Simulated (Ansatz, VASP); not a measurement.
One calculation of Ba2C, two programs

```xyz
3
Lattice="0.0000 3.4951 3.5066 3.4951 0.0000 3.5066 3.4951 3.4951 0.0000" Properties=species:S:1:pos:R:3 pbc="T T T"
C     0.0000    0.0000    0.0000
Ba    1.7475    1.7475    1.7533
Ba    5.2426    5.2426    5.2600
```

Change from the starting cell: biaxial_xy strain -0.3%.

Alike in both runs: task single point; functional PBE; k mesh 6 × 6 × 6; occupations fermi-dirac, width 0.02 eV; no spin polarisation.

|  | VASP | Ansatz |
| --- | --- | --- |
| version | VASP 6.6.1 | Ansatz 0.2.0 |
| potentials or method | VASP PAW PBE potentials, release 64 (C, Ba_sv) | plane waves, PAW |
| plane-wave cutoff (eV) | 520 | 420 |
| valence electrons in the cell | 24 | 24 |

VASP gave:

```
pressure (GPa)                                                : 1.9
traceless stress, the component that is largest in VASP (GPa) : -0.21
```

Estimate Ansatz's values.

pressure (GPa): 0.5; traceless stress, the component that is largest in VASP (GPa): -0.20.

Neither program's run includes spin-orbit coupling.
